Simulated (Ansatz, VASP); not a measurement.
## One calculation of Ba, two programs

```
Ba
1.0
     4.73827    0.00000    0.00000
    -2.36913    4.10346    0.00000
     0.00000    0.00000   15.46579
Ba
4
Direct
  0.00000 0.00000 0.00000
  0.00000 0.00000 0.50000
  0.33333 0.66667 0.25000
  0.66667 0.33333 0.75000
```

Alike in both runs: task single point; functional BLYP; k mesh 9 × 9 × 3; occupations fermi-dirac, width 0.1 eV; no spin polarisation.

```csv
,VASP,Ansatz
version,VASP 6.6.1,Ansatz 0.2.0
potentials or method,"VASP PAW PBE potentials, release 64 (Ba_sv), cutoff 520 eV","plane waves (420 eV) with PAW, scalar-relativistic"
valence electrons in the cell,40,40
```

|  | VASP | Ansatz | Ansatz less VASP |
| --- | --- | --- | --- |
| pressure (GPa) | -0.7 | -0.7 | -0.02 |

VASP's potentials were made for PBE, not for BLYP. The functional is the same, so the differences come from potentials, cutoffs and numerics.

Neither program's run includes spin-orbit coupling.
